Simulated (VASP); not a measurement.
# Sn (Fd-3m) in VASP: notebook

The runs below take Sn through single point, relaxation of cell and atoms, with PBE.

All numbers are computed with VASP 6.6.1; they aren't measurements. Logs are shortened: lines on timing, memory, paths and dates and some standing lists are left out, and cuts for length are marked.

### Step 1. The cell of the first run

It takes space group Fd-3m (No. 227, cubic). Conventional cell: a = 6.577 Å, b = 6.577 Å, c = 6.577 Å, α = 90.00°, β = 90.00°, γ = 90.00°. Within 3.8 Å of Sn (site symmetry -43m) lie 4 Sn at 2.85 Å.

This isn't the form of Sn at room conditions, which is tetragonal (white tin).

### Step 2. Single point, PBE

File INCAR:

```
SYSTEM = Sn
PREC = Accurate ; ENCUT = 520
EDIFF = 1E-6 ; ISMEAR = -1
SIGMA = 0.05 ; LREAL = .False.
LASPH = .True. ; NELM = 80
ALGO = Normal ; ISIF = 2
LWAVE = .False. ; LCHARG = .True.
GGA = PE ; LELF = .True.
LVHAR = .True. ; NBANDS = 21
```

File KPOINTS:

```
regular mesh
0
Gamma
  10 10 10
  0 0 0
```

File POSCAR:

```
Sn
1.0
    0.0000000000      3.2887427338      3.2887427338
    3.2887427338      0.0000000000      3.2887427338
    3.2887427338      3.2887427338      0.0000000000
Sn
2
Direct
   -0.1250000000     -0.1250000000     -0.1250000000
    0.1250000000      0.1250000000      0.1250000000
```

Potentials or basis: VASP PAW PBE potentials, release 64 (Sn_d).

Launch:

```console
$ cat potpaw_PBE.64/Sn_d/POTCAR > POTCAR
$ mpirun -np 1 vasp_std > vasp.out
```

OUTCAR:

```text
SYSTEM = Sn
   PREC = Accurate
   ENCUT = 520
   EDIFF = 1E-6
   ISMEAR = -1
   LREAL = .False.
   LASPH = .True.
   NELM = 80
   ISIF = 2
   GGA = PE

 ion  position               nearest neighbor table
   1  0.875  0.875  0.875-   2 2.85   2 2.85   2 2.85   2 2.85
   2  0.125  0.125  0.125-   1 2.85   1 2.85   1 2.85   1 2.85

  LATTYP: Found a face centered cubic cell.
 ALAT       =     6.5774854676

  Lattice vectors:

 A1 = (   0.0000000000,   3.2887427338,   3.2887427338)
 A2 = (   3.2887427338,   0.0000000000,   3.2887427338)
 A3 = (   3.2887427338,   3.2887427338,   0.0000000000)

Analysis of symmetry for initial positions (statically):
=====================================================================
 Subroutine PRICEL returns:
 Original cell was already a primitive cell.

 Routine SETGRP: Setting up the symmetry group for a
 face centered cubic supercell.

 Subroutine GETGRP returns: Found 48 space group operations
 (whereof 12 operations were pure point group operations)
 out of a pool of 48 trial point group operations.

The static configuration has the point symmetry D_3d.
 The point group associated with its full space group is O_h .

Analysis of symmetry for dynamics (positions and initial velocities):
=====================================================================
 Subroutine PRICEL returns:
 Original cell was already a primitive cell.

 Routine SETGRP: Setting up the symmetry group for a
 face centered cubic supercell.

 Subroutine GETGRP returns: Found 48 space group operations
 (whereof 12 operations were pure point group operations)
 out of a pool of 48 trial point group operations.

The dynamic configuration has the point symmetry D_3d.
 The point group associated with its full space group is O_h .

 Subroutine INISYM returns: Found 48 space group operations
 (whereof 12 operations are pure point group operations),
 and found     1 'primitive' translations

----------------------------------------------------------------------------------------

                                     Primitive cell

  volume of cell :      71.1410

  direct lattice vectors                    reciprocal lattice vectors
     0.000000000  3.288742734  3.288742734    -0.152033783  0.152033783  0.152033783
     3.288742734  0.000000000  3.288742734     0.152033783 -0.152033783  0.152033783
     3.288742734  3.288742734  0.000000000     0.152033783  0.152033783 -0.152033783

  length of vectors
     4.650984577  4.650984577  4.650984577     0.263330237  0.263330237  0.263330237

  position of ions in fractional coordinates (direct lattice)
     0.875000000  0.875000000  0.875000000
     0.125000000  0.125000000  0.125000000

  ion indices of the primitive-cell ions
   primitive index   ion index
                 1           1
                 2           2

----------------------------------------------------------------------------------------

 KPOINTS: regular mesh

Automatic generation of k-mesh.
 Grid dimensions read from file:
 generate k-points for:   10   10   10

 Generating k-lattice:

  Cartesian coordinates                     Fractional coordinates (reciprocal lattice)
    -0.015203378  0.015203378  0.015203378     0.100000000  0.000000000  0.000000000
     0.015203378 -0.015203378  0.015203378     0.000000000  0.100000000  0.000000000
     0.015203378  0.015203378 -0.015203378     0.000000000  0.000000000  0.100000000

  Length of vectors
     0.026333024  0.026333024  0.026333024

  Shift w.r.t. Gamma in fractional coordinates (k-lattice)
     0.000000000  0.000000000  0.000000000

 Subroutine IBZKPT returns following result:
 ===========================================

 Found     47 irreducible k-points:

 Following reciprocal coordinates:
            Coordinates               Weight
  0.000000  0.000000  0.000000      1.000000
  0.100000  0.000000  0.000000      8.000000
  0.200000  0.000000  0.000000      8.000000
  0.300000  0.000000  0.000000      8.000000
  0.400000  0.000000  0.000000      8.000000
  0.500000  0.000000  0.000000      4.000000
[... 16 lines left out ...]
  0.300000  0.300000  0.000000      6.000000
  0.400000  0.300000  0.000000     24.000000
 [... further k-points ...]
   k-points           NKPTS =     47   k-points in BZ     NKDIM =     47   number of bands    NBANDS=     21
   number of dos      NEDOS =    301   number of ions     NIONS =      2
   total plane-waves  NPLWV =  46656
   dimension x,y,z NGX =    36 NGY =   36 NGZ =   36
   dimension x,y,z NGXF=    72 NGYF=   72 NGZF=   72
   ions per type =               2
   NGX,Y,Z   is equivalent  to a cutoff of  12.87, 12.87, 12.87 a.u.
   NGXF,Y,Z  is equivalent  to a cutoff of  25.74, 25.74, 25.74 a.u.
 SYSTEM =  Sn
   PREC   = accura    normal or accurate (medium, high low for compatibility)
   ISTART =      0    job   : 0-new  1-cont  2-samecut
   ICHARG =      2    charge: 1-file 2-atom 10-const
   ISPIN  =      1    spin polarized calculation?
   LNONCOLLINEAR =      F non collinear calculations
   LSORBIT =      F    spin-orbit coupling
   LASPH  =      T    aspherical Exc in radial PAW
   ENCUT  =  520.0 eV  38.22 Ry    6.18 a.u.   8.65  8.65  8.65*2*pi/ulx,y,z
   NELM   =     80;   NELMIN=  2; NELMDL= -5     # of ELM steps
   EDIFF  = 0.1E-05   stopping-criterion for ELM
   LREAL  =      F    real-space projection
[... 7 lines left out ...]
   TEBEG  =    0.0;   TEEND  =   0.0 temperature during run
   PSTRESS=    0.0 pullay stress
   NELECT =      28.0000    total number of electrons
   NUPDOWN=      -1.0000    fix difference up-down
   EMIN   =  10.00;   EMAX   =-10.00  energy-range for DOS
   EFERMI =   0.00;   METHOD = LEGACY
   ISMEAR =    -1;   SIGMA  =   0.05  broadening in eV -4-tet -1-fermi 0-gaus
   EFERMI_NEDOS =   21; number of points for ismear=-14 and -15
   IALGO  =     38    algorithm
   IMIX   =      4    mixing-type and parameters
     AMIX     =   0.40;   BMIX     =  1.00
     AMIX_MAG =   1.60;   BMIX_MAG =  1.00
  volume/ion in A,a.u.               =      35.57       240.04
  Fermi-wavevector in a.u.,A,eV,Ry     =   1.199741  2.267182 19.583943  1.439379
  Thomas-Fermi vector in A             =   2.335596
   LORBIT       =      0    0 simple, 1 ext, 2 COOP (PROOUT), +10 PAW based schemes
   GGA     = PE    functional components
   LHFCALC =     F    Hartree Fock is set to
   AEXX    =    0.0000 exact exchange contribution
   IVDW    =     0    specifies the selected vdW correction
   LEPSILON=     F    determine dielectric tensor
   LRPA    =     F    only Hartree local field effects (RPA)
 non-spin polarized calculation
  energy-cutoff  :      520.00
  volume of cell :       71.14
 maximum number of plane-waves:      1936
   NGX = 17   NGY = 17   NGZ = 17

 number of electron      27.9999985 magnetization

 Free energy of the ion-electron system (eV)
  ---------------------------------------------------
  ext. energy  EPLUGINS =         0.00000000
  ---------------------------------------------------
  free energy    TOTEN  =        -7.68117574 eV

  energy without entropy =       -7.67888346  energy(sigma->0) =       -7.68002960

 E-fermi :   5.1925     XC(G=0):  -8.7004

 val. band max:        5.1395741137   @ k =   0.5000   0.0000   0.0000
 cond. band min:       5.2014614043   @ k =   0.4000   0.0000   0.0000
 fundamental gap:      0.0618872906
 Fermi energy:         5.1925439796

 k-point     1 :       0.0000    0.0000    0.0000
  band No.  band energies     occupation
      1     -16.3867      2.00000
      2     -16.3867      2.00000
      3     -16.3867      2.00000
      4     -16.3325      2.00000
      5     -16.3325      2.00000
      6     -16.0551      2.00000
[... 13 lines left out ...]
     20      13.0875      0.00000
     21      13.0875      0.00000

 k-point     2 :       0.1000    0.0000    0.0000
  band No.  band energies     occupation
      1     -16.3934      2.00000
      2     -16.3934      2.00000
      3     -16.3845      2.00000
      4     -16.3232      2.00000
      5     -16.3232      2.00000
      6     -16.0717      2.00000
[... 13 lines left out ...]
     20      12.4216      0.00000
     21      12.4216      0.00000

 k-point     3 :       0.2000    0.0000    0.0000
  band No.  band energies     occupation
      1     -16.4048      2.00000
      2     -16.4048      2.00000
      3     -16.3786      2.00000
      4     -16.3056      2.00000
      5     -16.3056      2.00000
      6     -16.0892      2.00000
[... 13 lines left out ...]
     20      12.0302      0.00000
     21      12.0302      0.00000

 k-point     4 :       0.3000    0.0000    0.0000
  band No.  band energies     occupation
      1     -16.4134      2.00000
      2     -16.4134      2.00000
      3     -16.3709      2.00000
      4     -16.2902      2.00000
      5     -16.2902      2.00000
      6     -16.1022      2.00000
[... 13 lines left out ...]
     20      12.2654      0.00000
     21      12.2654      0.00000

 k-point     5 :       0.4000    0.0000    0.0000
  band No.  band energies     occupation
      1     -16.4180      2.00000
      2     -16.4180      2.00000
      3     -16.3645      2.00000
      4     -16.2810      2.00000
      5     -16.2810      2.00000
      6     -16.1092      2.00000
[... 13 lines left out ...]
     20      13.0942      0.00000
     21      13.0942      0.00000
[... 382 lines left out ...]
     20      12.6334      0.00000
     21      14.0396      0.00000

 k-point    22 :      -0.2000    0.2000    0.0000
  band No.  band energies     occupation
      1     -16.4250      2.00000
      2     -16.4234      2.00000
      3     -16.3505      2.00000
      4     -16.2911      2.00000
      5     -16.2640      2.00000
      6     -16.1323      2.00000
[... 13 lines left out ...]
     20      12.9079      0.00000
     21      13.3729      0.00000

 k-point    23 :       0.3000    0.3000    0.0000
  band No.  band energies     occupation
      1     -16.4187      2.00000
      2     -16.4187      2.00000
      3     -16.3801      2.00000
      4     -16.2732      2.00000
      5     -16.2214      2.00000
      6     -16.1999      2.00000
[... 13 lines left out ...]
     20      13.9241      0.00000
     21      14.0781      0.00000

 k-point    24 :       0.4000    0.3000    0.0000
  band No.  band energies     occupation
      1     -16.4310      2.00000
      2     -16.4249      2.00000
      3     -16.3592      2.00000
      4     -16.2541      2.00000
      5     -16.2229      2.00000
      6     -16.1992      2.00000
[... 13 lines left out ...]
     20      14.3458      0.00000
     21      14.5275      0.00000

 [... further k-points ...]

------------------------ aborting loop because EDIFF is reached ----------------------------------------

  FORCE on cell =-STRESS in cart. coord.  units (eV):
  Direction    XX          YY          ZZ          XY          YZ          ZX
  --------------------------------------------------------------------------------------
  -------------------------------------------------------------------------------------
  Total        0.5961215      0.5961215      0.5961215      0.0000000      0.0000000      0.0000000
  in kB       13.4253527     13.4253527     13.4253527      0.0000000      0.0000000      0.0000000
  external PRESSURE =      13.4253527 kB  Pullay stress =       0.0000000 kB

 VOLUME and BASIS-vectors are now :
 -----------------------------------------------------------------------------
  energy-cutoff  :      520.00
  volume of cell :       71.14
      direct lattice vectors                 reciprocal lattice vectors
     0.000000000  3.288742734  3.288742734    -0.152033783  0.152033783  0.152033783
     3.288742734  0.000000000  3.288742734     0.152033783 -0.152033783  0.152033783
     3.288742734  3.288742734  0.000000000     0.152033783  0.152033783 -0.152033783

 POSITION                                       TOTAL-FORCE (eV/Angst)
 -----------------------------------------------------------------------------------
      5.75530      5.75530      5.75530        -0.000000     -0.000000     -0.000000
      0.82219      0.82219      0.82219         0.000000      0.000000      0.000000
 -----------------------------------------------------------------------------------
    total drift:                                0.000000      0.000000      0.000000

  FREE ENERGIE OF THE ION-ELECTRON SYSTEM (eV)
  ---------------------------------------------------
  free  energy   TOTEN  =        -7.6811757403 eV

  energy  without entropy=       -7.6788834648  energy(sigma->0) =       -7.68002960
```

Run time: 54 s. Hardware: 1 thread of Intel Xeon 8259CL, shared host; peak memory 0.22 GiB.

Results:

| Item | Value |
| --- | --- |
| Free energy | -7.6812 eV |
| Pressure | 1.3 GPa |
| Band gap on the k mesh | zero (bands 14 and 15 overlap by 0.17 eV) |

Levels at points of the mesh, in eV from the Fermi level:
```csv
k point,band 12,band 13,band 14,band 15,band 16,band 17
"(0.00, 0.00, 0.00)",-0.89,0.12,0.12,0.12,2.18,2.18
"(0.50, 0.00, 0.00)",-6.12,-1.03,-1.03,-0.05,3.25,3.25
"(0.50, 0.50, 0.00)",-7.35,-2.30,-2.30,0.90,0.90,7.50
```

Caveat: spin-orbit coupling is left out, which moves the levels of the heavy elements.

### Step 3. Single point, PBE

File INCAR:

```
PREC = Accurate ; ENCUT = 520
EDIFF = 1E-7 ; ISMEAR = -1
SIGMA = 0.05 ; LREAL = False
LASPH = True ; NELM = 100
ALGO = Normal ; ISIF = 2
LWAVE = False ; LCHARG = False
GGA = PE ; NBANDS = 21
```

File KPOINTS:

```
regular mesh
0
Gamma
  10 10 10
```

POSCAR is that of step 2.

Potentials or basis: VASP PAW PBE potentials, release 64 (Sn_d).

Launch:

```console
$ cat potpaw_PBE.64/Sn_d/POTCAR > POTCAR
$ mpirun -np 1 vasp_std > vasp.out
```

OUTCAR:

```text
PREC = Accurate
   ENCUT = 520
   EDIFF = 1E-7
   ISMEAR = -1
   LREAL = False
   LASPH = True
   NELM = 100
   ISIF = 2
   GGA = PE

 ion  position               nearest neighbor table
   1  0.875  0.875  0.875-   2 2.85   2 2.85   2 2.85   2 2.85
   2  0.125  0.125  0.125-   1 2.85   1 2.85   1 2.85   1 2.85

  LATTYP: Found a face centered cubic cell.
 ALAT       =     6.5774854676

  Lattice vectors:

 A1 = (   0.0000000000,   3.2887427338,   3.2887427338)
[... 762 lines left out ...]

------------------------ aborting loop because EDIFF is reached ----------------------------------------

  FORCE on cell =-STRESS in cart. coord.  units (eV):
  Direction    XX          YY          ZZ          XY          YZ          ZX
  --------------------------------------------------------------------------------------
  -------------------------------------------------------------------------------------
  Total        0.5924770      0.5924770      0.5924770      0.0000000      0.0000000      0.0000000
  in kB       13.3432733     13.3432733     13.3432733      0.0000000      0.0000000      0.0000000
  external PRESSURE =      13.3432733 kB  Pullay stress =       0.0000000 kB

 VOLUME and BASIS-vectors are now :
 -----------------------------------------------------------------------------
  energy-cutoff  :      520.00
  volume of cell :       71.14
      direct lattice vectors                 reciprocal lattice vectors
     0.000000000  3.288742734  3.288742734    -0.152033783  0.152033783  0.152033783
     3.288742734  0.000000000  3.288742734     0.152033783 -0.152033783  0.152033783
     3.288742734  3.288742734  0.000000000     0.152033783  0.152033783 -0.152033783

 POSITION                                       TOTAL-FORCE (eV/Angst)
 -----------------------------------------------------------------------------------
      5.75530      5.75530      5.75530         0.000000      0.000000      0.000000
      0.82219      0.82219      0.82219        -0.000000     -0.000000     -0.000000
 -----------------------------------------------------------------------------------
    total drift:                                0.000000      0.000000      0.000000

  FREE ENERGIE OF THE ION-ELECTRON SYSTEM (eV)
  ---------------------------------------------------
  free  energy   TOTEN  =        -7.6811757723 eV

  energy  without entropy=       -7.6788836033  energy(sigma->0) =       -7.68002969
```

OSZICAR:

```text
N       E                     dE             d eps       ncg     rms          rms(c)
DAV:   1     0.225689701177E+03    0.22569E+03   -0.14770E+04  2009   0.190E+03
DAV:   2     0.174315814774E+02   -0.20826E+03   -0.20421E+03  1989   0.447E+02
DAV:   3    -0.691019523960E+01   -0.24342E+02   -0.24214E+02  2269   0.140E+02
DAV:   4    -0.770521243448E+01   -0.79502E+00   -0.79466E+00  2239   0.285E+01
DAV:   5    -0.773238839422E+01   -0.27176E-01   -0.27175E-01  2858   0.515E+00    0.303E+00
DAV:   6    -0.769611987538E+01    0.36269E-01   -0.26174E-02  2699   0.196E+00    0.178E+00
DAV:   7    -0.767902394873E+01    0.17096E-01   -0.41687E-02  2154   0.215E+00    0.160E-01
DAV:   8    -0.768079132948E+01   -0.17674E-02   -0.59314E-03  2214   0.882E-01    0.455E-02
DAV:   9    -0.768113959159E+01   -0.34826E-03   -0.47150E-04  2174   0.187E-01    0.146E-02
DAV:  10    -0.768117125839E+01   -0.31667E-04   -0.52572E-05  2625   0.471E-02    0.563E-03
DAV:  11    -0.768117609504E+01   -0.48367E-05   -0.77001E-06  2129   0.258E-02    0.143E-03
DAV:  12    -0.768117575448E+01    0.34056E-06   -0.77142E-07  2547   0.123E-02    0.874E-04
DAV:  13    -0.768117577230E+01   -0.17818E-07   -0.57776E-08  1690   0.269E-03
   1 F= -.76811758E+01 E0= -.76800297E+01  d E =-.229217E-02
```

Run time: 64 s. Hardware: 1 thread of Intel Xeon 8259CL, shared host; peak memory 0.22 GiB.

What came out:

| Item | Value |
| --- | --- |
| Free energy | -7.6812 eV |
| Pressure | 1.3 GPa |
| Band gap on the k mesh | zero (bands 14 and 15 overlap by 0.17 eV) |

Caveat: spin-orbit coupling is left out, which moves the levels of the heavy elements.

### Step 4. Relaxation of cell and atoms, PBE, target pressure 1.4 GPa, at which the enthalpy is minimised

This run uses another cell than the first one, of 33.19 Å³/atom.

File INCAR:

```
SYSTEM = Sn
PREC = Accurate
ENCUT = 600
EDIFF = 1E-6
ISMEAR = -1
SIGMA = 0.05
LREAL = .FALSE.
LASPH = .TRUE.
NELM = 80
ALGO = Normal
ISIF = 3
LWAVE = .FALSE.
LCHARG = .FALSE.
GGA = PE
IBRION = 2
NSW = 60
EDIFFG = -0.005
PSTRESS = 14.0
```

File KPOINTS:

```
regular mesh
0
G
  10 10 10
  0 0 0
```

File POSCAR:

```
Sn
1.0
    0.0000000000      3.2137142132      3.2137142132
    3.2137142132      0.0000000000      3.2137142132
    3.2137142132      3.2137142132      0.0000000000
Sn
2
Direct
   -0.1250000000     -0.1250000000     -0.1250000000
    0.1250000000      0.1250000000      0.1250000000
```

Launch:

```console
$ cat potpaw_PBE.64/Sn_d/POTCAR > POTCAR
$ mpirun -np 1 vasp_std > vasp.out
```

Wall time 2.9 min (1 thread of Intel Xeon 8259CL, shared host); peak memory 0.25 GiB.

It converged, with:

| Quantity | Value |
| --- | --- |
| Free energy | -7.6798 eV |
| Relaxed volume | 35.52 Å³/atom |
| Relaxed cell | a = 4.649 Å, b = 4.649 Å, c = 4.649 Å, α = 60.00°, β = 60.00°, γ = 60.00° |
| Space group after relaxing (to 0.1 Å) | Fd-3m (No. 227) |
| Energy change on relaxing (the run minimises the enthalpy) | -43.5 meV/atom |
| Ionic steps | 3 |
| Pressure after relaxing | 1.4 GPa |
| Band gap on the k mesh | zero (bands 14 and 15 overlap by 0.17 eV) |

Step by step:
```csv
step,energy change (eV),largest force (eV/Å),pressure (GPa),volume (Å³)
1,0.0000,0.0000,4.79,66.38
2,-0.0979,0.0000,0.14,73.36
3,-0.0869,0.0000,1.38,71.04
```

Final structure:
```
CELL_PARAMETERS angstrom
0.00000 3.28722 3.28722
3.28722 0.00000 3.28722
3.28722 3.28722 0.00000
ATOMIC_POSITIONS crystal
Sn 0.87500 0.87500 0.87500
Sn 0.12500 0.12500 0.12500
```

Levels at points of the mesh, in eV from the Fermi level:
```tsv
k point	band 10	band 11	band 12	band 13	band 14	band 15	band 16	band 17	band 18
(0.00, 0.00, 0.00)	-21.24	-10.32	-0.88	0.12	0.12	0.12	2.18	2.18	2.18
(0.50, 0.00, 0.00)	-21.20	-8.77	-6.12	-1.03	-1.03	-0.05	3.25	3.25	5.70
(0.50, 0.50, 0.00)	-21.18	-7.35	-7.35	-2.31	-2.31	0.89	0.89	7.51	7.51
```

Caveat: the cell is relaxed towards a set pressure, so the run minimises the enthalpy, not the energy; spin-orbit coupling is left out, which moves the levels of the heavy elements.

[end of part 1 of 2]
